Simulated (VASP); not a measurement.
# In in VASP: further runs

In is run at these levels: PBEsol; tasks: single point.

All numbers are computed with VASP 6.6.1; they aren't measurements. Logs are shortened: lines on timing, memory, paths and dates and some standing lists are left out, and cuts for length are marked.

**1. The cell of the first run**

The cell holds a slab with vacuum, 4 atoms: a = 5.722 Å, b = 5.450 Å, c = 17.652 Å, α = 90.00°, β = 90.00°, γ = 90.00°.

**2. Single point, PBEsol**

INCAR

```
SYSTEM = In
PREC = Accurate
ENCUT = 520
EDIFF = 1E-7
ISMEAR = -1
SIGMA = 0.1
LREAL = .FALSE.
LASPH = .TRUE.
NELM = 60
ALGO = Normal
ISIF = 2
LWAVE = .FALSE.
LCHARG = .TRUE.
LDIPOL = .TRUE.
IDIPOL = 3
DIPOL = 0.5 0.5 0.500
GGA = PS
LELF = .TRUE.
LVHAR = .TRUE.
LVACPOTAV = .TRUE.
NBANDS = 34
```

KPOINTS

```
Automatic mesh
0
G
  7 8 1
  0 0 0
```

POSCAR

```
In
1.0
    5.7217878879      0.0000000000      0.0000000000
    0.0000000000      5.4496538129      0.0000000000
    0.0000000000      0.0000000000     17.6517000000
In
4
Direct
    0.0833333330      0.7500000000      0.4532130648
    0.4166666670      0.2500000000      0.4532130648
    0.5833333330      0.7500000000      0.5467869352
    0.9166666670      0.2500000000      0.5467869352
```

Potentials or basis: VASP PAW PBE potentials, release 64 (In_d).

Run with:

```sh
$ cat potpaw_PBE.64/In_d/POTCAR > POTCAR
$ mpirun -np 1 vasp_std > vasp.out
```

OUTCAR:

```text
SYSTEM = In
   PREC = Accurate
   ENCUT = 520
   EDIFF = 1E-7
   ISMEAR = -1
   LREAL = .FALSE.
   LASPH = .TRUE.
   NELM = 60
   ISIF = 2
   GGA = PS

 ion  position               nearest neighbor table
   1  0.083  0.750  0.453-   3 3.30   3 3.30   4 3.33   4 3.33   2 3.33   2 3.33
   2  0.417  0.250  0.453-   4 3.30   4 3.30   3 3.33   3 3.33   1 3.33   1 3.33
   3  0.583  0.750  0.547-   1 3.30   1 3.30   2 3.33   2 3.33   4 3.33   4 3.33
   4  0.917  0.250  0.547-   2 3.30   2 3.30   1 3.33   1 3.33   3 3.33   3 3.33

  LATTYP: Found a simple orthorhombic cell.
 ALAT       =     5.4496538129
 B/A-ratio  =     1.0499360298
 C/A-ratio  =     3.2390497830

  Lattice vectors:

 A1 = (   0.0000000000,  -5.4496538129,   0.0000000000)
 A2 = (   5.7217878879,   0.0000000000,   0.0000000000)
 A3 = (   0.0000000000,   0.0000000000,  17.6517000000)

Analysis of symmetry for initial positions (statically):
=====================================================================
 Subroutine PRICEL returns:
 Original cell was already a primitive cell.

 Routine SETGRP: Setting up the symmetry group for a
 simple orthorhombic supercell.

 Subroutine GETGRP returns: Found  8 space group operations
 (whereof  2 operations were pure point group operations)
 out of a pool of  8 trial point group operations.

The static configuration has the point symmetry S_2 .
 The point group associated with its full space group is D_2h.

Analysis of symmetry for dynamics (positions and initial velocities):
=====================================================================
 Subroutine PRICEL returns:
 Original cell was already a primitive cell.

 Routine SETGRP: Setting up the symmetry group for a
 simple orthorhombic supercell.

 Subroutine GETGRP returns: Found  8 space group operations
 (whereof  2 operations were pure point group operations)
 out of a pool of  8 trial point group operations.

The dynamic configuration has the point symmetry S_2 .
 The point group associated with its full space group is D_2h.

 Subroutine INISYM returns: Found  8 space group operations
 (whereof  2 operations are pure point group operations),
 and found     1 'primitive' translations

----------------------------------------------------------------------------------------

                                     Primitive cell

  volume of cell :     550.4111

  direct lattice vectors                    reciprocal lattice vectors
     5.721787888  0.000000000  0.000000000     0.174770547  0.000000000  0.000000000
     0.000000000  5.449653813  0.000000000     0.000000000  0.183497894  0.000000000
     0.000000000  0.000000000 17.651700000     0.000000000  0.000000000  0.056651767

  length of vectors
     5.721787888  5.449653813 17.651700000     0.174770547  0.183497894  0.056651767

  position of ions in fractional coordinates (direct lattice)
     0.083333333  0.750000000  0.453213065
     0.416666667  0.250000000  0.453213065
     0.583333333  0.750000000  0.546786935
     0.916666667  0.250000000  0.546786935

  ion indices of the primitive-cell ions
   primitive index   ion index
                 1           1
                 2           2
                 3           3
                 4           4

----------------------------------------------------------------------------------------

 KPOINTS: Automatic mesh

Automatic generation of k-mesh.
 Grid dimensions read from file:
 generate k-points for:    7    8    1

 Generating k-lattice:

  Cartesian coordinates                     Fractional coordinates (reciprocal lattice)
     0.024967221  0.000000000  0.000000000     0.142857143  0.000000000  0.000000000
     0.000000000  0.022937237  0.000000000     0.000000000  0.125000000  0.000000000
     0.000000000  0.000000000  0.056651767     0.000000000  0.000000000  1.000000000

  Length of vectors
     0.024967221  0.022937237  0.056651767

  Shift w.r.t. Gamma in fractional coordinates (k-lattice)
     0.000000000  0.000000000  0.000000000

 Subroutine IBZKPT returns following result:
 ===========================================

 Found     20 irreducible k-points:

 Following reciprocal coordinates:
            Coordinates               Weight
  0.000000  0.000000  0.000000      1.000000
  0.142857  0.000000  0.000000      2.000000
  0.285714  0.000000  0.000000      2.000000
  0.428571  0.000000  0.000000      2.000000
  0.000000  0.125000  0.000000      2.000000
  0.142857  0.125000  0.000000      4.000000
[... 12 lines left out ...]
  0.285714  0.500000  0.000000      2.000000
  0.428571  0.500000  0.000000      2.000000
   k-points           NKPTS =     20   k-points in BZ     NKDIM =     20   number of bands    NBANDS=     34
   number of dos      NEDOS =    301   number of ions     NIONS =      4
   total plane-waves  NPLWV = 282240
   dimension x,y,z NGX =    48 NGY =   42 NGZ =  140
   dimension x,y,z NGXF=    96 NGYF=   84 NGZF=  280
   ions per type =               4
   NGX,Y,Z   is equivalent  to a cutoff of  13.95, 12.81, 13.19 a.u.
   NGXF,Y,Z  is equivalent  to a cutoff of  27.89, 25.62, 26.37 a.u.
 SYSTEM =  In
   PREC   = accura    normal or accurate (medium, high low for compatibility)
   ISTART =      0    job   : 0-new  1-cont  2-samecut
   ICHARG =      2    charge: 1-file 2-atom 10-const
   ISPIN  =      1    spin polarized calculation?
   LNONCOLLINEAR =      F non collinear calculations
   LSORBIT =      F    spin-orbit coupling
   LASPH  =      T    aspherical Exc in radial PAW
   ENCUT  =  520.0 eV  38.22 Ry    6.18 a.u.  10.64 10.13 32.82*2*pi/ulx,y,z
   NELM   =     60;   NELMIN=  2; NELMDL= -5     # of ELM steps
   EDIFF  = 0.1E-06   stopping-criterion for ELM
   LREAL  =      F    real-space projection
   EDIFFG = 0.1E-05   stopping-criterion for IOM
   NSW    =      0    number of steps for IOM
   IBRION =     -1    ionic relax: 0-MD 1-quasi-New 2-CG
   NFREE  =      0    steps in history (QN), initial steepest desc. (CG)
   ISIF   =      2    stress and relaxation
   ISYM   =      2    0-nonsym 1-usesym 2-fastsym
   POTIM  = 0.5000    time-step for ionic-motion
   TEBEG  =    0.0;   TEEND  =   0.0 temperature during run
   PSTRESS=    0.0 pullay stress
   NELECT =      52.0000    total number of electrons
   NUPDOWN=      -1.0000    fix difference up-down
   EMIN   =  10.00;   EMAX   =-10.00  energy-range for DOS
   EFERMI =   0.00;   METHOD = LEGACY
   ISMEAR =    -1;   SIGMA  =   0.10  broadening in eV -4-tet -1-fermi 0-gaus
   EFERMI_NEDOS =   21; number of points for ismear=-14 and -15
   IALGO  =     38    algorithm
   IMIX   =      4    mixing-type and parameters
     AMIX     =   0.40;   BMIX     =  1.00
     AMIX_MAG =   1.60;   BMIX_MAG =  1.00
  volume/ion in A,a.u.               =     137.60       928.59
  Fermi-wavevector in a.u.,A,eV,Ry     =   0.745613  1.409004  7.564008  0.555939
  Thomas-Fermi vector in A             =   1.841241
   LORBIT       =      0    0 simple, 1 ext, 2 COOP (PROOUT), +10 PAW based schemes
   GGA     = PS    functional components
   LHFCALC =     F    Hartree Fock is set to
   AEXX    =    0.0000 exact exchange contribution
   IVDW    =     0    specifies the selected vdW correction
   LEPSILON=     F    determine dielectric tensor
   LRPA    =     F    only Hartree local field effects (RPA)
 non-spin polarized calculation
  energy-cutoff  :      520.00
  volume of cell :      550.41
 maximum number of plane-waves:     14854
 NGX is ok and might be reduce to    48
   NGX = 21   NGY = 21   NGZ = 65

 dipolmoment           0.000000      0.000000      0.000000 electrons x Angstroem

 number of electron      51.9999993 magnetization

 dipolmoment           0.000000      0.000000     -0.000000 electrons x Angstroem

 Free energy of the ion-electron system (eV)
  ---------------------------------------------------
  ext. energy  EPLUGINS =         0.00000000
  ---------------------------------------------------
  free energy    TOTEN  =        -9.76847767 eV

  energy without entropy =       -9.70541632  energy(sigma->0) =       -9.73694699

 E-fermi :  -1.7018     XC(G=0):  -2.9511

 val. band max:       -1.7852911931   @ k =   0.4286   0.0000   0.0000
 cond. band min:      -1.6739593375   @ k =   0.4286   0.0000   0.0000
 fundamental gap:      0.1113318556
 Fermi energy:        -1.7017809200

 k-point     1 :       0.0000    0.0000    0.0000
  band No.  band energies     occupation
      1     -16.2470      2.00000
      2     -16.2398      2.00000
      3     -16.2390      2.00000
      4     -16.2077      2.00000
      5     -16.2005      2.00000
      6     -16.1673      2.00000
[... 26 lines left out ...]
     33       1.3197      0.00000
     34       1.5499      0.00000

 k-point     2 :       0.1429    0.0000    0.0000
  band No.  band energies     occupation
      1     -16.2442      2.00000
      2     -16.2389      2.00000
      3     -16.2331      2.00000
      4     -16.2328      2.00000
      5     -16.1936      2.00000
      6     -16.1743      2.00000
[... 26 lines left out ...]
     33       1.9683      0.00000
     34       1.9953      0.00000

 k-point     3 :       0.2857    0.0000    0.0000
  band No.  band energies     occupation
      1     -16.2547      2.00000
      2     -16.2359      2.00000
      3     -16.2315      2.00000
      4     -16.2263      2.00000
      5     -16.2152      2.00000
      6     -16.1765      2.00000
[... 26 lines left out ...]
     33       2.2732      0.00000
     34       2.3668      0.00000
[... 556 lines left out ...]
 k-point    19 :       0.2857    0.5000    0.0000
  band No.  band energies     occupation
      1     -16.2417      2.00000
      2     -16.2417      2.00000
      3     -16.2170      2.00000
      4     -16.2170      2.00000
      5     -16.2110      2.00000
      6     -16.2110      2.00000
[... 26 lines left out ...]
     33       3.4970      0.00000
     34       3.5039      0.00000

 k-point    20 :       0.4286    0.5000    0.0000
  band No.  band energies     occupation
      1     -16.2337      2.00000
      2     -16.2337      2.00000
      3     -16.2220      2.00000
      4     -16.2220      2.00000
      5     -16.2131      2.00000
      6     -16.2131      2.00000
[... 26 lines left out ...]
     33       3.1125      0.00000
     34       3.1125      0.00000

------------------------ aborting loop because EDIFF is reached ----------------------------------------

  FORCE on cell =-STRESS in cart. coord.  units (eV):
  Direction    XX          YY          ZZ          XY          YZ          ZX
  --------------------------------------------------------------------------------------
  -------------------------------------------------------------------------------------
  Total       -3.8679577     -4.8390904     -1.5797392      0.0000000      0.0000000      0.0000000
  in kB      -11.2591367    -14.0859814     -4.5984215      0.0000000      0.0000000      0.0000000
  external PRESSURE =      -9.9811799 kB  Pullay stress =       0.0000000 kB

 VOLUME and BASIS-vectors are now :
 -----------------------------------------------------------------------------
  energy-cutoff  :      520.00
  volume of cell :      550.41
      direct lattice vectors                 reciprocal lattice vectors
     5.721787888  0.000000000  0.000000000     0.174770547  0.000000000  0.000000000
     0.000000000  5.449653813  0.000000000     0.000000000  0.183497894  0.000000000
     0.000000000  0.000000000 17.651700000     0.000000000  0.000000000  0.056651767

 POSITION                                       TOTAL-FORCE (eV/Angst)
 -----------------------------------------------------------------------------------
      0.47682      4.08724      7.99998         0.134546      0.000000      0.461200
      2.38408      1.36241      7.99998        -0.134546     -0.000000      0.461200
      3.33771      4.08724      9.65172         0.134546      0.000000     -0.461200
      5.24497      1.36241      9.65172        -0.134546     -0.000000     -0.461200
 -----------------------------------------------------------------------------------
    total drift:                                0.000000      0.000000      0.000000

  FREE ENERGIE OF THE ION-ELECTRON SYSTEM (eV)
  ---------------------------------------------------
  free  energy   TOTEN  =        -9.7684776701 eV

  energy  without entropy=       -9.7054163186  energy(sigma->0) =       -9.73694699

 vacuum level on the upper side and lower side of the slab         2.152         2.152
```

Run time: 5.6 min. Hardware: 1 thread of Intel Xeon 6975P-C (Granite Rapids), shared host; peak memory 0.72 GiB.

What came out:

| Property | Result |
| --- | --- |
| Free energy | -9.7685 eV |
| Largest force | 0.480 eV/Å |
| Band gap on the k mesh | zero (bands 26 and 27 overlap by 0.18 eV) |

Forces in eV/Å, atoms in the order of the input:
```
In   0.135  0.000  0.461
In  -0.135  0.000  0.461
In   0.135  0.000 -0.461
In  -0.135  0.000 -0.461
```

Caveat: the PAW data sets were made with another functional, which shifts forces and pressure a little; spin-orbit coupling is left out, which moves the levels of the heavy elements.

**3. Single point, PBEsol**

INCAR

```
ALGO = Normal
DIPOL = 0.5 0.5 0.500
EDIFF = 1E-6
ENCUT = 520
GGA = PS
IDIPOL = 3
ISIF = 2
ISMEAR = -1
LASPH = True
LCHARG = True
LDIPOL = True
LELF = True
LREAL = False
LVACPOTAV = True
LVHAR = True
LWAVE = False
NBANDS = 34
NELM = 60
PREC = Accurate
SIGMA = 0.1
```

KPOINTS

```
k-points
0
Gamma
  7 8 1
```

POSCAR

```
In
1.0
    5.7217878879      0.0000000000      0.0000000000
    0.0000000000      5.4496538129      0.0000000000
    0.0000000000      0.0000000000     17.6517000000
In
4
Direct
    0.1188027847      0.7500000000      0.4680741963
    0.3811972153      0.2500000000      0.4680741963
    0.6188027981      0.7500000000      0.5319258037
    0.8811972019      0.2500000000      0.5319258037
```

Potentials or basis: VASP PAW PBE potentials, release 64 (In_d).

Run with:

```sh
$ cat potpaw_PBE.64/In_d/POTCAR > POTCAR
$ mpirun -np 1 vasp_std > vasp.out
```

Wall time 5.8 min (1 thread of Intel Xeon 6975P-C (Granite Rapids), shared host); peak memory 0.72 GiB.

It converged, with:

```yaml
Free_energy: -10.0650 eV
Band_gap_on_the_k_mesh: zero (bands 26 and 27 overlap by 0.59 eV)
```

Levels at points of the mesh, in eV from the Fermi level:
```csv
k point,band 22,band 23,band 24,band 25,band 26,band 27,band 28,band 29,band 30,band 31
"(0.00, 0.00, 0.00)",-3.97,-3.13,-2.97,-2.17,-1.25,1.25,1.36,2.18,2.32,2.67
"(0.00, 0.50, 0.00)",-6.79,-2.70,-2.70,-1.59,-1.59,0.50,0.50,2.26,2.26,3.83
```

Caveat: the PAW data sets were made with another functional, which shifts forces and pressure a little; spin-orbit coupling is left out, which moves the levels of the heavy elements.
